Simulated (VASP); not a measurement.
# AlRu (P4mm) in VASP: a series of runs

Runs on AlRu. Level: PBEsol. Tasks: single point.

All numbers are computed with VASP 6.6.1; they aren't measurements. Logs are shortened: lines on timing, memory, paths and dates and some standing lists are left out, and cuts for length are marked.

### Step 1. The cell of the first run

It takes space group P4mm (No. 99, tetragonal). The conventional cell has a = 2.992 Å, b = 2.992 Å, c = 2.992 Å, α = 90.00°, β = 90.00°, γ = 90.00°. Al (site symmetry 4mm) has 8 Ru at 2.43 to 2.77 Å and 6 Al at 2.99 Å within 3.2 Å. Within 3.2 Å of Ru (site symmetry 4mm) lie 8 Al at 2.43 to 2.77 Å and 6 Ru at 2.99 Å.

### Step 2. Single point, PBEsol (atom 2 (Ru) moved by (-0.300, +0.000) A along y and z)

File INCAR:

```
SYSTEM = AlRu
ALGO = Fast ; EDIFF = 1E-7
ENCUT = 520 ; GGA = PS
ISIF = 2 ; ISMEAR = 0
LASPH = .True. ; LCHARG = .False.
LREAL = .False. ; LWAVE = .False.
NBANDS = 16 ; NELM = 60
PREC = Accurate ; SIGMA = 0.15
```

File KPOINTS:

```
k-points
0
Gamma
  16 16 16
  0 0 0
```

File POSCAR:

```
AlRu
1.0
    2.9916000000      0.0000000000      0.0000000000
    0.0000000000      2.9916000000      0.0000000000
    0.0000000000      0.0000000000      2.9916000000
Al Ru
1 1
Direct
    0.0000000000      0.0000000000      0.0000000000
    0.5000000000      0.3997192138      0.5000000000
```

Potentials or basis: VASP PAW PBE potentials, release 64 (Al, Ru_pv).

Run with:

```bash
> cat potpaw_PBE.64/Al/POTCAR potpaw_PBE.64/Ru_pv/POTCAR > POTCAR
> mpirun -np 1 vasp_std > vasp.out
```

OUTCAR:

```text
SYSTEM = AlRu
   EDIFF = 1E-7
   ENCUT = 520
   GGA = PS
   ISIF = 2
   ISMEAR = 0
   LASPH = .True.
   LREAL = .False.
   NELM = 60
   PREC = Accurate

 ion  position               nearest neighbor table
   1  0.000  0.000  0.000-   2 2.43   2 2.43   2 2.43   2 2.43   2 2.77   2 2.77   2 2.77   2 2.77

   2  0.500  0.400  0.500-   1 2.43   1 2.43   1 2.43   1 2.43   1 2.77   1 2.77   1 2.77   1 2.77

  LATTYP: Found a simple cubic cell.
 ALAT       =     2.9916000000

  Lattice vectors:

 A1 = (   2.9916000000,   0.0000000000,   0.0000000000)
 A2 = (   0.0000000000,   2.9916000000,   0.0000000000)
 A3 = (   0.0000000000,   0.0000000000,   2.9916000000)

Analysis of symmetry for initial positions (statically):
=====================================================================
 Subroutine PRICEL returns:
 Original cell was already a primitive cell.

 Routine SETGRP: Setting up the symmetry group for a
 simple cubic supercell.

 Subroutine GETGRP returns: Found  8 space group operations
 (whereof  8 operations were pure point group operations)
 out of a pool of 48 trial point group operations.

The static configuration has the point symmetry C_4v.

Analysis of symmetry for dynamics (positions and initial velocities):
=====================================================================
 Subroutine PRICEL returns:
 Original cell was already a primitive cell.

 Routine SETGRP: Setting up the symmetry group for a
 simple cubic supercell.

 Subroutine GETGRP returns: Found  8 space group operations
 (whereof  8 operations were pure point group operations)
 out of a pool of 48 trial point group operations.

The dynamic configuration has the point symmetry C_4v.

 Subroutine INISYM returns: Found  8 space group operations
 (whereof  8 operations are pure point group operations),
 and found     1 'primitive' translations

----------------------------------------------------------------------------------------

                                     Primitive cell

  volume of cell :      26.7738

  direct lattice vectors                    reciprocal lattice vectors
     2.991600000  0.000000000  0.000000000     0.334269287  0.000000000  0.000000000
     0.000000000  2.991600000  0.000000000     0.000000000  0.334269287  0.000000000
     0.000000000  0.000000000  2.991600000     0.000000000  0.000000000  0.334269287

  length of vectors
[... 77 lines left out ...]
   LNONCOLLINEAR =      F non collinear calculations
   LSORBIT =      F    spin-orbit coupling
   LASPH  =      T    aspherical Exc in radial PAW
   ENCUT  =  520.0 eV  38.22 Ry    6.18 a.u.   5.56  5.56  5.56*2*pi/ulx,y,z
   NELM   =     60;   NELMIN=  2; NELMDL= -5     # of ELM steps
   EDIFF  = 0.1E-06   stopping-criterion for ELM
   LREAL  =      F    real-space projection
   EDIFFG = 0.1E-05   stopping-criterion for IOM
   NSW    =      0    number of steps for IOM
   IBRION =     -1    ionic relax: 0-MD 1-quasi-New 2-CG
   NFREE  =      0    steps in history (QN), initial steepest desc. (CG)
   ISIF   =      2    stress and relaxation
   ISYM   =      2    0-nonsym 1-usesym 2-fastsym
   POTIM  = 0.5000    time-step for ionic-motion
   TEBEG  =    0.0;   TEEND  =   0.0 temperature during run
   PSTRESS=    0.0 pullay stress
   NELECT =      17.0000    total number of electrons
   NUPDOWN=      -1.0000    fix difference up-down
   EMIN   =  10.00;   EMAX   =-10.00  energy-range for DOS
   EFERMI =   0.00;   METHOD = LEGACY
   ISMEAR =     0;   SIGMA  =   0.15  broadening in eV -4-tet -1-fermi 0-gaus
   EFERMI_NEDOS =   21; number of points for ismear=-14 and -15
   IALGO  =     68    algorithm
   IMIX   =      4    mixing-type and parameters
     AMIX     =   0.40;   BMIX     =  1.00
     AMIX_MAG =   1.60;   BMIX_MAG =  1.00
  volume/ion in A,a.u.               =      13.39        90.34
  Fermi-wavevector in a.u.,A,eV,Ry     =   1.407087  2.659009 26.938090  1.979894
  Thomas-Fermi vector in A             =   2.529382
   LORBIT       =      0    0 simple, 1 ext, 2 COOP (PROOUT), +10 PAW based schemes
   GGA     = PS    functional components
   LHFCALC =     F    Hartree Fock is set to
   AEXX    =    0.0000 exact exchange contribution
   IVDW    =     0    specifies the selected vdW correction
   LEPSILON=     F    determine dielectric tensor
   LRPA    =     F    only Hartree local field effects (RPA)
 non-spin polarized calculation
 RMM-DIIS sequential band-by-band and
 Gauss-broadening in eV      SIGMA  =   0.15
  energy-cutoff  :      520.00
  volume of cell :       26.77
 maximum number of plane-waves:       739
 NGX is ok and might be reduce to    24
   NGX = 11   NGY = 11   NGZ = 11

 number of electron      16.9999996 magnetization

 Free energy of the ion-electron system (eV)
  ---------------------------------------------------
  ext. energy  EPLUGINS =         0.00000000
  ---------------------------------------------------
  free energy    TOTEN  =       -15.18164645 eV

  energy without entropy =      -15.16255098  energy(sigma->0) =      -15.17209872

 E-fermi :  10.5583     XC(G=0): -12.6609

 val. band max:       10.5528106949   @ k =   0.3125   0.1250   0.5000
 cond. band min:      10.5629218036   @ k =   0.0625   0.0625   0.0000
 fundamental gap:      0.0101111088
 Fermi energy:        10.5582525006

 k-point     1 :       0.0000    0.0000    0.0000
  band No.  band energies     occupation
      1     -31.1296      2.00000
      2     -31.1296      2.00000
      3     -31.1129      2.00000
      4       0.9375      2.00000
      5       6.8655      2.00000
      6       6.9440      2.00000
[... 433 lines left out ...]
      3     -31.1234      2.00000
      4       1.6595      2.00000
      5       7.0964      2.00000
      6       7.1341      2.00000
[... 8 lines left out ...]
     15      23.3974      0.00000
     16      26.7894      0.00000

 [... further k-points ...]
[... 5 lines left out ...]
  --------------------------------------------------------------------------------------
  -------------------------------------------------------------------------------------
  Total        0.9890297     -0.2046013      0.9890297     -0.0000000     -0.0000000      0.0000000
  in kB       59.1846852    -12.2435819     59.1846852     -0.0000000     -0.0000000      0.0000000
  external PRESSURE =      35.3752629 kB  Pullay stress =       0.0000000 kB

 VOLUME and BASIS-vectors are now :
 -----------------------------------------------------------------------------
  energy-cutoff  :      520.00
  volume of cell :       26.77
      direct lattice vectors                 reciprocal lattice vectors
     2.991600000  0.000000000  0.000000000     0.334269287  0.000000000  0.000000000
     0.000000000  2.991600000  0.000000000     0.000000000  0.334269287  0.000000000
     0.000000000  0.000000000  2.991600000     0.000000000  0.000000000  0.334269287

 POSITION                                       TOTAL-FORCE (eV/Angst)
 -----------------------------------------------------------------------------------
      0.00000      0.00000      0.00000         0.000000     -2.249875     -0.000000
      1.49580      1.19580      1.49580        -0.000000      2.249875      0.000000
 -----------------------------------------------------------------------------------
    total drift:                                0.000000     -0.000046      0.000001

  FREE ENERGIE OF THE ION-ELECTRON SYSTEM (eV)
  ---------------------------------------------------
  free  energy   TOTEN  =       -15.1816464520 eV

  energy  without entropy=      -15.1625509827  energy(sigma->0) =      -15.17209872
```

OSZICAR:

```text
N       E                     dE             d eps       ncg     rms          rms(c)
DAV:   1     0.116723168566E+03    0.11672E+03   -0.91046E+03 13136   0.986E+02
DAV:   2    -0.140297276403E+02   -0.13075E+03   -0.12456E+03 15184   0.295E+02
DAV:   3    -0.159382068214E+02   -0.19085E+01   -0.19026E+01 16800   0.373E+01
DAV:   4    -0.159521354064E+02   -0.13929E-01   -0.13908E-01 16160   0.335E+00
DAV:   5    -0.159523334906E+02   -0.19808E-03   -0.19782E-03 15936   0.386E-01    0.134E+01
RMM:   6    -0.152839278801E+02    0.66841E+00   -0.21850E+00 13293   0.114E+01    0.249E+00
RMM:   7    -0.152016460748E+02    0.82282E-01   -0.14400E-01 13796   0.305E+00    0.212E+00
RMM:   8    -0.151821716609E+02    0.19474E-01   -0.23498E-02 14416   0.106E+00    0.241E-01
RMM:   9    -0.151816918343E+02    0.47983E-03   -0.18791E-03 15184   0.368E-01    0.126E-01
RMM:  10    -0.151816444297E+02    0.47405E-04   -0.27755E-04 15913   0.152E-01    0.753E-02
RMM:  11    -0.151816525626E+02   -0.81328E-05   -0.83258E-05 15647   0.863E-02    0.320E-02
RMM:  12    -0.151816462624E+02    0.63002E-05   -0.26863E-05 15503   0.473E-02    0.132E-02
RMM:  13    -0.151816469026E+02   -0.64023E-06   -0.56657E-06 15734   0.205E-02    0.275E-02
RMM:  14    -0.151816466286E+02    0.27395E-06   -0.64578E-07 14979   0.592E-03    0.207E-02
RMM:  15    -0.151816465153E+02    0.11337E-06   -0.13248E-07 10562   0.292E-03    0.169E-02
RMM:  16    -0.151816464520E+02    0.63265E-07   -0.26182E-08  9108   0.136E-03
   1 F= -.15181646E+02 E0= -.15172099E+02  d E =-.190955E-01
```

stdout:

```text
POSCAR found type information on POSCAR AlRu
 POSCAR found :  2 types and       2 ions
 scaLAPACK will be used
 -----------------------------------------------------------------------------
|                                                                             |
|                                                                             |
|     You enforced a specific xc type in the INCAR file but a different       |
|     I HOPE YOU KNOW WHAT YOU ARE DOING!                                     |
|                                                                             |
 -----------------------------------------------------------------------------

 LDA part: xc-table for (Slater+PW92), standard interpolation
 POSCAR, INCAR and KPOINTS ok, starting setup
 FFT: planning ... GRIDC
 FFT: planning ... GRID_SOFT
 FFT: planning ... GRID
 WAVECAR not read
 entering main loop
WARNING in EDDRMM: call to ZHEGV failed, returncode =   6  3     16
WARNING in EDDRMM: call to ZHEGV failed, returncode =   8  4     15
 num prob RMM:  16    -0.151816464520E+02    0.63265E-07   -0.26182E-08  9108   0.136E-03
```

Run time: 51 s. Hardware: 1 thread of Intel Xeon 6975P-C (Granite Rapids), shared host; peak memory 0.27 GiB.

Results:

```
Free energy   : -15.1816 eV
Pressure      : 3.5 GPa
Largest force : 2.250 eV/Å
```

Forces on the atoms (eV/Å):
```
Al   0.000 -2.250  0.000
Ru   0.000  2.250  0.000
```

Stress tensor (GPa, compression positive):
```
 5.92  0.00  0.00
 0.00 -1.22  0.00
 0.00  0.00  5.92
```

Caveat: the cell differs from its parent crystal (atom 2 (Ru) moved by (-0.300, +0.000) A along y and z); the PAW data sets were made with another functional, which shifts forces and pressure a little.

### Step 3. Single point, PBEsol (atom 2 (Ru) moved by (-0.150, +0.000) A along y and z)

File INCAR:

```
SYSTEM = AlRu
PREC     = Accurate       ! precision mode
ENCUT    = 520            ! plane-wave cutoff, eV
EDIFF    = 1E-7           ! SCF threshold, eV
ISMEAR   = 0              ! smearing method
SIGMA    = 0.15           ! smearing width, eV
LREAL    = .False.        ! projectors in reciprocal space
LASPH    = .True.         ! aspherical terms in the spheres
NELM     = 80             ! most SCF steps
ALGO     = Fast           ! electronic algorithm
ISIF     = 2              ! what is computed and relaxed
LWAVE    = .False.        ! write WAVECAR
LCHARG   = .False.        ! write CHGCAR
GGA      = PS             ! functional
NBANDS   = 16             ! bands
```

File KPOINTS:

```
Automatic mesh
0
Gamma
  16 16 16
  0 0 0
```

Changes to POSCAR since step 2:

```diff
@@ -9,2 +9,2 @@
     0.0000000000      0.0000000000      0.0000000000
-    0.5000000000      0.3997192138      0.5000000000
+    0.5000000000      0.4498596069      0.5000000000
```

Potentials or basis: VASP PAW PBE potentials, release 64 (Al, Ru_pv).

Run with:

```bash
> cat potpaw_PBE.64/Al/POTCAR potpaw_PBE.64/Ru_pv/POTCAR > POTCAR
> mpirun -np 1 vasp_std > vasp.out
```

OUTCAR:

```text
SYSTEM = AlRu
   PREC = Accurate
   ENCUT = 520
   EDIFF = 1E-7
   ISMEAR = 0
   LREAL = .False.
   LASPH = .True.
   NELM = 80
   ISIF = 2
   GGA = PS

 ion  position               nearest neighbor table
   1  0.000  0.000  0.000-   2 2.51   2 2.51   2 2.51   2 2.51   2 2.68   2 2.68   2 2.68   2 2.68

   2  0.500  0.450  0.500-   1 2.51   1 2.51   1 2.51   1 2.51   1 2.68   1 2.68   1 2.68   1 2.68

  LATTYP: Found a simple cubic cell.
 ALAT       =     2.9916000000

  Lattice vectors:

 A1 = (   2.9916000000,   0.0000000000,   0.0000000000)
 A2 = (   0.0000000000,   2.9916000000,   0.0000000000)
 A3 = (   0.0000000000,   0.0000000000,   2.9916000000)

Analysis of symmetry for initial positions (statically):
=====================================================================
 Subroutine PRICEL returns:
 Original cell was already a primitive cell.

 Routine SETGRP: Setting up the symmetry group for a
 simple cubic supercell.

 Subroutine GETGRP returns: Found  8 space group operations
 (whereof  8 operations were pure point group operations)
 out of a pool of 48 trial point group operations.

The static configuration has the point symmetry C_4v.

[... 157 lines left out ...]
  ---------------------------------------------------
  free energy    TOTEN  =       -15.43707197 eV

  energy without entropy =      -15.41785181  energy(sigma->0) =      -15.42746189

 E-fermi :  10.6004     XC(G=0): -12.6802

 val. band max:       10.5973700909   @ k =   0.1875   0.4375   0.2500
 cond. band min:      10.6005685187   @ k =   0.2500   0.1250   0.0000
 fundamental gap:      0.0031984278
 Fermi energy:        10.6003945223

 k-point     1 :       0.0000    0.0000    0.0000
  band No.  band energies     occupation
      1     -31.1171      2.00000
      2     -31.1171      2.00000
      3     -31.1132      2.00000
      4       0.9199      2.00000
      5       6.9700      2.00000
      6       6.9883      2.00000
[... 433 lines left out ...]
      3     -31.1109      2.00000
      4       1.6503      2.00000
      5       7.1647      2.00000
      6       7.2188      2.00000
[... 8 lines left out ...]
     15      23.2535      0.00000
     16      27.4272      0.00000

 [... further k-points ...]
[... 5 lines left out ...]
  --------------------------------------------------------------------------------------
  -------------------------------------------------------------------------------------
  Total       -0.1461733     -0.4389105     -0.1461733      0.0000000     -0.0000000      0.0000000
  in kB       -8.7471808    -26.2649150     -8.7471808      0.0000000     -0.0000000      0.0000000
  external PRESSURE =     -14.5864256 kB  Pullay stress =       0.0000000 kB

 VOLUME and BASIS-vectors are now :
 -----------------------------------------------------------------------------
  energy-cutoff  :      520.00
  volume of cell :       26.77
      direct lattice vectors                 reciprocal lattice vectors
     2.991600000  0.000000000  0.000000000     0.334269287  0.000000000  0.000000000
     0.000000000  2.991600000  0.000000000     0.000000000  0.334269287  0.000000000
     0.000000000  0.000000000  2.991600000     0.000000000  0.000000000  0.334269287

 POSITION                                       TOTAL-FORCE (eV/Angst)
 -----------------------------------------------------------------------------------
      0.00000      0.00000      0.00000        -0.000000     -1.145359      0.000000
      1.49580      1.34580      1.49580         0.000000      1.145359     -0.000000
 -----------------------------------------------------------------------------------
    total drift:                                0.000000     -0.000152     -0.000000

  FREE ENERGIE OF THE ION-ELECTRON SYSTEM (eV)
  ---------------------------------------------------
  free  energy   TOTEN  =       -15.4370719705 eV

  energy  without entropy=      -15.4178518133  energy(sigma->0) =      -15.42746189
```

stdout:

```text
POSCAR found type information on POSCAR AlRu
 POSCAR found :  2 types and       2 ions
 scaLAPACK will be used
 -----------------------------------------------------------------------------
|                                                                             |
|                                                                             |
|     You enforced a specific xc type in the INCAR file but a different       |
|     I HOPE YOU KNOW WHAT YOU ARE DOING!                                     |
|                                                                             |
 -----------------------------------------------------------------------------

 LDA part: xc-table for (Slater+PW92), standard interpolation
 POSCAR, INCAR and KPOINTS ok, starting setup
 FFT: planning ... GRIDC
 FFT: planning ... GRID_SOFT
 FFT: planning ... GRID
 WAVECAR not read
 entering main loop
```

Wall time 48 s (1 thread of Intel Xeon 6975P-C (Granite Rapids), shared host); peak memory 0.27 GiB.

What came out:

```yaml
Free_energy: -15.4371 eV
Pressure: -1.5 GPa
Largest_force: 1.145 eV/Å
```

Forces on the atoms (eV/Å):
```
Al   0.000 -1.145  0.000
Ru   0.000  1.145  0.000
```

Stress tensor (GPa, compression positive):
```
-0.87  0.00  0.00
 0.00 -2.63  0.00
 0.00  0.00 -0.87
```

Caveat: the cell differs from its parent crystal (atom 2 (Ru) moved by (-0.150, +0.000) A along y and z); the PAW data sets were made with another functional, which shifts forces and pressure a little.
